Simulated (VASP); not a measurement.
Ga, 2 atoms in the cell. The structure is hexagonal, space group P6_3/mmc (No. 194). Conventional cell: a = 2.981 Å, b = 2.981 Å, c = 4.817 Å, α = 90.00°, β = 90.00°, γ = 120.00°. Within 3.9 Å of Ga (site symmetry -6m2) lie 12 Ga at 2.96 to 2.98 Å. This isn't the form of Ga at room conditions, which is orthorhombic.

```yaml
Program: VASP 6.6.1
Task: electric field gradients
Functional: PBE
Potentials_or_basis: VASP PAW PBE potentials, release 64 (Ga_d)
Cutoff: 520 eV
k_mesh: 18 × 18 × 10
Occupations: fermi-dirac, width 0.05 eV
Spin: no spin polarisation
Dipole_correction: no
Further_INCAR_settings: ALGO = Normal; EDIFF = 1e-08; NBANDS = 20
```

Potentials or basis: VASP PAW PBE potentials, release 64 (Ga_d).

The run is started by

```console
$ cat potpaw_PBE.64/Ga_d/POTCAR > POTCAR
$ mpirun -np 1 vasp_std > vasp.out
```

Hardware: 1 thread of Intel Xeon 8259CL, on a shared host.

Question: How long does it take, and how much memory?

Answer: Wall time 3.2 min on 1 thread of Intel Xeon 8259CL (shared host), peak memory 0.25 GiB. Counts: scf iterations 13, k points 222.
